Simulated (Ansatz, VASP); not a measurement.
Ta2Sn3 in VASP and in Ansatz

```
Ta Sn
1.0
     7.44638    0.00000    0.00000
     0.00000    7.44638    0.00000
     0.00000    0.00000    3.93702
Ta Sn
4 6
Direct
  0.35813 0.85813 0.00000
  0.64187 0.14187 0.00000
  0.14187 0.35813 0.00000
  0.85813 0.64187 0.00000
  0.84628 0.34628 0.50000
  0.15372 0.65372 0.50000
  0.34628 0.15372 0.50000
  0.65372 0.84628 0.50000
  0.00000 0.00000 0.00000
  0.50000 0.50000 0.00000
```

Alike in both runs: functional PBE; k mesh 2 × 2 × 4; occupations gaussian, width 0.2 eV; no spin polarisation.

Ansatz relaxed the structure, and its values are those at the end. VASP's run is a single point on that final structure, the one shown.

```csv
,VASP,Ansatz
version,VASP 6.6.1,Ansatz 0.2.0
potentials or method,"VASP PAW PBE potentials, release 64 (Ta_pv, Sn_d), cutoff 520 eV","scalar-relativistic, plane waves, PAW"
valence electrons in the cell,128,136
```

Ansatz gave:

```
gap on the k mesh at the Fermi level (eV) : none
pressure (GPa)                            : 0.0
rms of the force components (eV/Å)        : 0.026
```

**Question.** What did VASP give for the same quantities?

**Answer.** gap on the k mesh at the Fermi level (eV): none; pressure (GPa): 0.0; rms of the force components (eV/Å): 0.027.

A gap of «none» marks a metal or a gap that the smearing closes. VASP's potentials hold 128 valence electrons a cell and Ansatz's 136, so a difference there can come from the potentials and not from the codes.

The k mesh is coarse, so the values compare programs but aren't converged. Spin-orbit coupling is off throughout.
